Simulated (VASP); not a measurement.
# SnO2 (C2/m) in VASP: notebook, part 2 of 2

VASP 6.6.1.

### 4 Single point, PBE+D3(BJ)

This run uses another cell than the first one, of 14.50 Å³/atom, 0.917 times its volume.

Input file INCAR:

```
PREC = Accurate ; ENCUT = 520
EDIFF = 1E-6 ; ISMEAR = 0
SIGMA = 0.05 ; LREAL = F
LASPH = T ; NELM = 80
ALGO = Normal ; ISIF = 2
LWAVE = F ; LCHARG = F
GGA = PE ; IVDW = 12
NBANDS = 49
```

Input file KPOINTS:

```
Automatic mesh
0
Gamma
  9 9 2
```

Input file POSCAR:

```
SnO2
1.0
   -3.2372529198      0.0000000000      0.0000000000
   -1.6186264599     -2.8035432670      0.0000000000
   -4.3702914417     -2.5231889404     14.3754773976
Sn O
3 6
Direct
    0.2636350639      0.2636350639      0.4478128920
    0.8656650890     -0.1343349110      0.1492610123
   -0.3383949612     -0.3383949612      0.7463647718
    0.4703165442      0.4703165442      0.2181668027
    0.2662564940     -0.7337435060      0.8152705622
   -0.1317134809     -0.1317134809      0.5167186824
    0.0569535835      0.0569535835      0.6774589813
    0.6589836086     -0.3410163914      0.3789071016
    0.2610136337      0.2610136337      0.0803552219
```

Potentials or basis: VASP PAW PBE potentials, release 64 (Sn_d, O).

Run with:

```bash
cat potpaw_PBE.64/Sn_d/POTCAR potpaw_PBE.64/O/POTCAR > POTCAR
mpirun -np 1 vasp_std > vasp.out
```

OUTCAR:

```text
PREC = Accurate
   ENCUT = 520
   EDIFF = 1E-6
   ISMEAR = 0
   LREAL = F
   LASPH = T
   NELM = 80
   ISIF = 2
   GGA = PE
   IVDW = 12
 IVDW          = 12

 ion  position               nearest neighbor table
   1  0.264  0.264  0.448-   6 2.12   6 2.12   8 2.12   8 2.12   8 2.12   6 2.12
   2  0.866  0.866  0.149-   4 2.12   4 2.12   9 2.12   9 2.12   9 2.12   4 2.12
   3  0.662  0.662  0.746-   5 2.12   5 2.12   7 2.12   5 2.12   7 2.12   7 2.12
   4  0.470  0.470  0.218-   2 2.12   2 2.12   2 2.12
   5  0.266  0.266  0.815-   3 2.12   3 2.12   3 2.12
   6  0.868  0.868  0.517-   1 2.12   1 2.12   1 2.12
   7  0.057  0.057  0.677-   3 2.12   3 2.12   3 2.12
   8  0.659  0.659  0.379-   1 2.12   1 2.12   1 2.12
   9  0.261  0.261  0.080-   2 2.12   2 2.12   2 2.12

  LATTYP: Found a base centered monoclinic cell.
 ALAT       =     5.6070865340
 B/A-ratio  =     0.5773502692
 C/A-ratio  =     2.5657546466
 COS(beta)  =    -0.0389748880

  Lattice vectors:

 A1 = (  -3.2372529198,   0.0000000000,   0.0000000000)
 A2 = (  -1.6186264599,  -2.8035432670,   0.0000000000)
 A3 = (   0.4855879380,   0.2803543266,  14.3754773976)

Analysis of symmetry for initial positions (statically):
=====================================================================
 Subroutine PRICEL returns:
 Original cell was already a primitive cell.

 Routine SETGRP: Setting up the symmetry group for a
 base centered monoclinic supercell.

 Subroutine GETGRP returns: Found  4 space group operations
 (whereof  2 operations were pure point group operations)
 out of a pool of  4 trial point group operations.

The static configuration has the point symmetry C_1h.
 The point group associated with its full space group is C_2h.

Analysis of symmetry for dynamics (positions and initial velocities):
=====================================================================
 Subroutine PRICEL returns:
[... 149 lines left out ...]
   GGA     = PE    functional components
   LHFCALC =     F    Hartree Fock is set to
   AEXX    =    0.0000 exact exchange contribution
   IVDW    =    12    specifies the selected vdW correction
   LEPSILON=     F    determine dielectric tensor
   LRPA    =     F    only Hartree local field effects (RPA)
 non-spin polarized calculation
 Gauss-broadening in eV      SIGMA  =   0.05
  energy-cutoff  :      520.00
  volume of cell :      130.47
 maximum number of plane-waves:      3554
   NGX = 13   NGY = 13   NGZ = 57

 number of electron      78.0000008 magnetization

 Free energy of the ion-electron system (eV)
  ---------------------------------------------------
  ext. energy  EPLUGINS =         0.00000000
  ---------------------------------------------------
  free energy    TOTEN  =       -54.51603000 eV

  energy without entropy =      -54.51603000  energy(sigma->0) =      -54.51603000

 E-fermi :   3.6482     XC(G=0):  -9.9124

 val. band max:        3.3917848926   @ k =  -0.1111   0.1111  -0.0000
 cond. band min:       5.2525954522   @ k =   0.0000   0.0000   0.0000
 fundamental gap:      1.8608105596
 Fermi energy:         3.6482126305

 k-point     1 :       0.0000    0.0000    0.0000
  band No.  band energies     occupation
      1     -16.7304      2.00000
      2     -16.7207      2.00000
      3     -16.7204      2.00000
      4     -16.4835      2.00000
      5     -16.4835      2.00000
      6     -16.4726      2.00000
[... 1237 lines left out ...]
     48      13.9088      0.00000
     49      14.7358      0.00000

 [... further k-points ...]

------------------------ aborting loop because EDIFF is reached ----------------------------------------

 Edisp (eV)   -1.63421

 E8    (eV) :    -0.6482

  FORCE on cell =-STRESS in cart. coord.  units (eV):
  Direction    XX          YY          ZZ          XY          YZ          ZX
  --------------------------------------------------------------------------------------
  -------------------------------------------------------------------------------------
  Total       0.26574     0.25963     0.20375     0.00529    -0.01150    -0.01992
  in kB       3.26335     3.18831     2.50211     0.06499    -0.14121    -0.24458
  external pressure =        2.98 kB  Pullay stress =        0.00 kB

 VOLUME and BASIS-vectors are now :
 -----------------------------------------------------------------------------
  energy-cutoff  :      520.00
  volume of cell :      130.47
      direct lattice vectors                 reciprocal lattice vectors
    -3.237252920  0.000000000  0.000000000    -0.308903884  0.178345741 -0.062606616
    -1.618626460 -2.803543267  0.000000000     0.000000000 -0.356691481 -0.062606616
    -4.370291442 -2.523188940 14.375477398     0.000000000  0.000000000  0.069562907

 POSITION                                       TOTAL-FORCE (eV/Angst)
 -----------------------------------------------------------------------------------
     -3.23725     -1.86903      6.43752         0.000000      0.000000     -0.000000
     -4.85588     -2.80354      2.14570        -0.001056     -0.000610      0.114707
     -6.47451     -3.73806     10.72935         0.001056      0.000610     -0.114707
     -3.23725     -1.86903      3.13625        -0.000226     -0.000130      0.065582
     -4.85588     -2.80354     11.71990         0.003113      0.001797      0.260926
     -6.47451     -3.73806      7.42808         0.000026      0.000015      0.054869
     -3.23725     -1.86903      9.73880         0.000226      0.000130     -0.065582
     -4.85588     -2.80354      5.44697        -0.000026     -0.000015     -0.054869
     -1.61863     -0.93451      1.15514        -0.003113     -0.001797     -0.260926
 -----------------------------------------------------------------------------------
    total drift:                                0.000002      0.000001     -0.000089

  FREE ENERGIE OF THE ION-ELECTRON SYSTEM (eV)
  ---------------------------------------------------
  free  energy   TOTEN  =       -56.1502426671 eV

  energy  without entropy=      -56.1502426671  energy(sigma->0) =      -56.15024267
```

OSZICAR:

```text
N       E                     dE             d eps       ncg     rms          rms(c)
DAV:   1     0.109368508148E+04    0.10937E+04   -0.37678E+04  5631   0.238E+03
DAV:   2     0.143163566797E+03   -0.95052E+03   -0.90127E+03  5308   0.713E+02
DAV:   3    -0.491315893992E+02   -0.19230E+03   -0.18783E+03  5442   0.248E+02
DAV:   4    -0.630411484023E+02   -0.13910E+02   -0.13760E+02  5948   0.743E+01
DAV:   5    -0.634541365530E+02   -0.41299E+00   -0.41244E+00  5812   0.133E+01    0.185E+01
DAV:   6    -0.543719711594E+02    0.90822E+01   -0.31345E+01  7863   0.689E+01    0.706E+00
DAV:   7    -0.545745220126E+02   -0.20255E+00   -0.36513E+00  5477   0.903E+00    0.399E+00
DAV:   8    -0.545300619122E+02    0.44460E-01   -0.38811E-01  7403   0.483E+00    0.112E+00
DAV:   9    -0.545138442361E+02    0.16218E-01   -0.91120E-02  7741   0.348E+00    0.173E-01
DAV:  10    -0.545156985546E+02   -0.18543E-02   -0.11445E-02  6082   0.966E-01    0.870E-02
DAV:  11    -0.545160002673E+02   -0.30171E-03   -0.10239E-03  6780   0.283E-01    0.239E-02
DAV:  12    -0.545160310785E+02   -0.30811E-04   -0.10978E-04  6771   0.629E-02    0.200E-02
DAV:  13    -0.545160310127E+02    0.65816E-07   -0.13414E-05  6107   0.341E-02    0.746E-03
DAV:  14    -0.545160299986E+02    0.10141E-05   -0.47548E-06  5339   0.173E-02    0.130E-03
DAV:  15    -0.545160300047E+02   -0.60754E-08   -0.55730E-07  3381   0.520E-03
   1 F= -.56150243E+02 E0= -.56150243E+02  d E =-.228849E-14
```

stdout:

```text
POSCAR found type information on POSCAR SnO
 POSCAR found :  2 types and       9 ions
 scaLAPACK will be used
 LDA part: xc-table for (Slater+PW92), standard interpolation
 POSCAR, INCAR and KPOINTS ok, starting setup
 FFT: planning ... GRIDC
 FFT: planning ... GRID_SOFT
 FFT: planning ... GRID
 WAVECAR not read
 entering main loop
```

Run time: 12 min. Hardware: 1 thread of Oxide Virtual Turin-like, shared host; peak memory 0.37 GiB.

Results:

| Quantity | Value |
| --- | --- |
| Free energy | -56.1502 eV |
| Pressure | 0.3 GPa |
| Largest force | 0.261 eV/Å |
| Band gap on the k mesh | 1.86 eV, indirect (least direct gap 1.99 eV) |
| Dispersion energy per atom | -0.182 eV |

Forces on the atoms (eV/Å):
```
Sn   0.000  0.000  0.000
Sn  -0.001 -0.001  0.115
Sn   0.001  0.001 -0.115
O    0.000  0.000  0.066
O    0.003  0.002  0.261
O    0.000  0.000  0.055
O    0.000  0.000 -0.066
O    0.000  0.000 -0.055
O   -0.003 -0.002 -0.261
```

Caveat: spin-orbit coupling is left out, which moves the levels of the heavy elements.

### 5 Single point, PBE+D3(BJ)

This run uses another cell than the first one, of the same volume but with other edges.

Input file INCAR:

```
SYSTEM = SnO2
  PREC = Accurate
  ENCUT = 520
  EDIFF = 1E-7
  ISMEAR = 0
  SIGMA = 0.05
  LREAL = .FALSE.
  LASPH = .TRUE.
  NELM = 80
  ALGO = Normal
  ISIF = 2
  LWAVE = .FALSE.
  LCHARG = .FALSE.
  GGA = PE
  IVDW = 12
  NBANDS = 49
```

Input file KPOINTS:

```
regular mesh
0
G
  9 9 2
  0 0 0
```

Input file POSCAR:

```
SnO2
1.0
   -3.2372529198      0.0000000000      0.0000000000
   -1.6186264599     -2.8035432670      0.0000000000
   -2.4279396898     -1.4017716336     15.6754773976
Sn O
3 6
Direct
    0.4613292487      0.4613292487      0.4106748359
    0.9315587572     -0.0684412428      0.1368824855
   -0.0089002598     -0.0089002598      0.6844671862
    0.5666297791      0.5666297791      0.2000737752
    0.6261707621     -0.3738292379      0.7476584759
    0.0964002706      0.0964002706      0.4738661255
    0.3560287184      0.3560287184      0.6212758966
    0.8262582269     -0.1737417731      0.3474835462
    0.2964877354      0.2964877354      0.0736911959
```

Potentials or basis: VASP PAW PBE potentials, release 64 (Sn_d, O).

Run with:

```bash
cat potpaw_PBE.64/Sn_d/POTCAR potpaw_PBE.64/O/POTCAR > POTCAR
mpirun -np 1 vasp_std > vasp.out
```

OUTCAR:

```text
SYSTEM = SnO2
   PREC = Accurate
   ENCUT = 520
   EDIFF = 1E-7
   ISMEAR = 0
   LREAL = .FALSE.
   LASPH = .TRUE.
   NELM = 80
   ISIF = 2
   GGA = PE
   IVDW = 12
 IVDW          = 12

 ion  position               nearest neighbor table
   1  0.461  0.461  0.411-   6 2.12   6 2.12   6 2.12   8 2.12   8 2.12   8 2.12
   2  0.932  0.932  0.137-   9 2.12   9 2.12   4 2.12   9 2.12   4 2.12   4 2.12
   3  0.991  0.991  0.684-   7 2.12   7 2.12   5 2.12   7 2.12   5 2.12   5 2.12
   4  0.567  0.567  0.200-   2 2.12   2 2.12   2 2.12
   5  0.626  0.626  0.748-   3 2.12   3 2.12   3 2.12
   6  0.096  0.096  0.474-   1 2.12   1 2.12   1 2.12
   7  0.356  0.356  0.621-   3 2.12   3 2.12   3 2.12
   8  0.826  0.826  0.347-   1 2.12   1 2.12   1 2.12
   9  0.296  0.296  0.074-   2 2.12   2 2.12   2 2.12

  LATTYP: Found a face centered orthorhombic cell.
 ALAT       =     3.2372529198
 B/A-ratio  =     1.7320508076
 C/A-ratio  =     9.6844316994

  Lattice vectors:

 A1 = (  -2.4279396898,  -1.4017716336,  15.6754773976)
[... 223 lines left out ...]
  band No.  band energies     occupation
      1     -17.6788      2.00000
      2     -17.6692      2.00000
      3     -17.6688      2.00000
      4     -17.4319      2.00000
      5     -17.4319      2.00000
      6     -17.4210      2.00000
[... 1237 lines left out ...]
     48      12.8686      0.00000
     49      13.6410      0.00000

 [... further k-points ...]

------------------------ aborting loop because EDIFF is reached ----------------------------------------

 Edisp (eV)   -1.57796

 E8    (eV) :    -0.6306

  FORCE on cell =-STRESS in cart. coord.  units (eV):
  Direction    XX          YY          ZZ          XY          YZ          ZX
  --------------------------------------------------------------------------------------
  -------------------------------------------------------------------------------------
  Total       0.30457     0.30407     0.44184     0.00044     0.00030     0.00052
  in kB       3.43005     3.42438     4.97591     0.00491     0.00336     0.00583
  external pressure =        3.94 kB  Pullay stress =        0.00 kB

 VOLUME and BASIS-vectors are now :
 -----------------------------------------------------------------------------
  energy-cutoff  :      520.00
  volume of cell :      142.27
      direct lattice vectors                 reciprocal lattice vectors
    -3.237252920  0.000000000  0.000000000    -0.308903884  0.178345741 -0.031896955
    -1.618626460 -2.803543267  0.000000000     0.000000000 -0.356691481 -0.031896955
    -2.427939690 -1.401771634 15.675477398     0.000000000  0.000000000  0.063793910

 POSITION                                       TOTAL-FORCE (eV/Angst)
 -----------------------------------------------------------------------------------
     -3.23725     -1.86903      6.43752        -0.000000     -0.000000     -0.000000
     -4.85588     -2.80354      2.14570        -0.000035     -0.000020      0.144630
     -6.47451     -3.73806     10.72935         0.000035      0.000020     -0.144630
     -3.23725     -1.86903      3.13625         0.000078      0.000045      0.067946
     -4.85588     -2.80354     11.71990        -0.000260     -0.000150      0.247631
     -1.61863     -0.93451      7.42808         0.000027      0.000015      0.055156
     -3.23725     -1.86903      9.73880        -0.000078     -0.000045     -0.067946
     -4.85588     -2.80354      5.44697        -0.000027     -0.000015     -0.055156
     -1.61863     -0.93451      1.15514         0.000260      0.000150     -0.247631
 -----------------------------------------------------------------------------------
    total drift:                                0.000022      0.000013      0.000058

  FREE ENERGIE OF THE ION-ELECTRON SYSTEM (eV)
  ---------------------------------------------------
  free  energy   TOTEN  =       -56.0880137678 eV

  energy  without entropy=      -56.0880137678  energy(sigma->0) =      -56.08801377
```

OSZICAR:

```text
N       E                     dE             d eps       ncg     rms          rms(c)
DAV:   1     0.109779651291E+04    0.10978E+04   -0.37895E+04  5615   0.232E+03
DAV:   2     0.146611483577E+03   -0.95119E+03   -0.90209E+03  5324   0.701E+02
DAV:   3    -0.486839381454E+02   -0.19530E+03   -0.19082E+03  5442   0.248E+02
DAV:   4    -0.630384214180E+02   -0.14354E+02   -0.14205E+02  5949   0.754E+01
DAV:   5    -0.634632923907E+02   -0.42487E+00   -0.42425E+00  5843   0.133E+01    0.185E+01
DAV:   6    -0.543647516150E+02    0.90985E+01   -0.31623E+01  7794   0.690E+01    0.705E+00
DAV:   7    -0.545700314830E+02   -0.20528E+00   -0.36776E+00  5541   0.902E+00    0.401E+00
DAV:   8    -0.545251414896E+02    0.44890E-01   -0.39830E-01  7371   0.489E+00    0.113E+00
DAV:   9    -0.545080661434E+02    0.17075E-01   -0.95123E-02  7717   0.351E+00    0.176E-01
DAV:  10    -0.545098765106E+02   -0.18104E-02   -0.11970E-02  6233   0.102E+00    0.925E-02
DAV:  11    -0.545100537323E+02   -0.17722E-03   -0.12477E-03  7157   0.324E-01    0.251E-02
DAV:  12    -0.545100682244E+02   -0.14492E-04   -0.12825E-04  6503   0.660E-02    0.218E-02
DAV:  13    -0.545100559110E+02    0.12313E-04   -0.19056E-05  6468   0.419E-02    0.524E-03
DAV:  14    -0.545100525465E+02    0.33644E-05   -0.64807E-06  7326   0.201E-02    0.424E-03
DAV:  15    -0.545100519743E+02    0.57226E-06   -0.10451E-06  6171   0.688E-03    0.269E-03
DAV:  16    -0.545100520897E+02   -0.11544E-06   -0.36964E-07  4898   0.466E-03    0.826E-04
DAV:  17    -0.545100521984E+02   -0.10871E-06   -0.43056E-08  3537   0.141E-03    0.517E-04
DAV:  18    -0.545100521923E+02    0.61664E-08   -0.29007E-08  3316   0.248E-03
   1 F= -.56088014E+02 E0= -.56088014E+02  d E =-.429635E-18
```

Run time: 11 min. Hardware: 1 thread of Oxide Virtual Turin-like, shared host; peak memory 0.38 GiB.

Results:

```yaml
Free_energy: -56.0880 eV
Pressure: 0.4 GPa
Largest_force: 0.248 eV/Å
Band_gap_on_the_k_mesh: 1.93 eV, indirect (least direct gap 2.10 eV)
Dispersion_energy_per_atom: -0.175 eV
```

Forces on the atoms (eV/Å):
```
Sn   0.000  0.000  0.000
Sn   0.000  0.000  0.145
Sn   0.000  0.000 -0.145
O    0.000  0.000  0.068
O    0.000  0.000  0.248
O    0.000  0.000  0.055
O    0.000  0.000 -0.068
O    0.000  0.000 -0.055
O    0.000  0.000 -0.248
```

Caveat: spin-orbit coupling is left out, which moves the levels of the heavy elements. A k mesh can miss the band edges.

### 6 Overview

| cell | gap on the mesh (eV) | pressure (GPa) | largest force (eV/Å) |
| --- | --- | --- | --- |
| a = 3.237, b = 3.237, c = 16.305 Å, angles 76.2, 76.2, 60.0°, 9 atoms | 1.93 | 0.4 | 0.25 |
| a = 3.237, b = 3.237, c = 14.386 Å, angles 88.1, 88.1, 60.0°, 9 atoms | 1.86 | 0.3 | 0.26 |
| a = 3.237, b = 3.237, c = 15.235 Å, angles 73.3, 73.3, 60.0°, 9 atoms | 1.86 | 0.3 | 0.26 |
| a = 3.237, b = 3.237, c = 15.924 Å, angles 81.2, 81.2, 60.0°, 9 atoms | 1.93 | 0.4 | 0.25 |

Alike in all rows: task single point; level PBE+D3(BJ); potentials or basis VASP PAW PBE potentials, release 64 (Sn_d, O); no spin polarisation; k mesh 9 × 9 × 2; cutoff (eV) 520; smearing gaussian 0.05 eV.

Caveats: spin-orbit coupling is left out, which moves the levels of the heavy elements.

Total energies depend on the potentials used, so only differences within one code and one set of settings carry meaning.
